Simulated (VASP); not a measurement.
MgO: single point with LDA

The system is MgO.

```
Mg O
1.0
     2.93802    0.00000    0.00000
    -1.46901    2.39174    0.00000
     0.00000    0.00000    2.67968
Mg O
1 1
Direct
  0.00000 0.00000 0.00000
  0.33333 0.66667 0.50000
```

This cell differs from its parent crystal: strain -0.0600 x Voigt [0, 1, 0, 0, 0, 0].

* Program: VASP 6.6.1
* Task: single point
* Functional: LDA
* Potentials or basis: VASP PAW LDA potentials, release 64 (Mg, O)
* Cutoff: 520 eV
* k mesh: 9 × 9 × 8
* Occupations: gaussian, width 0.05 eV
* Spin: no spin polarisation

```
Pressure               : -3.0 GPa
Largest force          : 0.061 eV/Å
Band gap on the k mesh : 3.17 eV, indirect (least direct gap 3.62 eV)
```

Forces in eV/Å, atoms in the order of the input:
```
Mg   0.000 -0.061  0.000
O    0.000  0.061  0.000
```

Stress tensor (GPa, compression positive):
```
 -4.82   0.00   0.00
  0.00  10.31   0.00
  0.00   0.00 -14.41
```

Levels at points of the mesh, in eV from the valence-band top:
```
           k point  band 1  band 2  band 3  band 4  band 5  band 6  band 7  band 8  band 9
(0.00, 0.00, 0.00)  -17.63   -0.85   -0.78   -0.45    3.17   11.52   15.38   16.98   20.49
(0.00, 0.00, 0.50)  -16.46   -5.96   -0.25    0.00    8.70    8.99   16.91   18.34   18.56
```

Wall time 46 s on 1 thread of AMD EPYC 7R13 (shared host), peak memory 0.11 GiB.

Caveat: the cell differs from its parent crystal (strain -0.0600 x Voigt [0, 1, 0, 0, 0, 0]). A k mesh can miss the band edges.
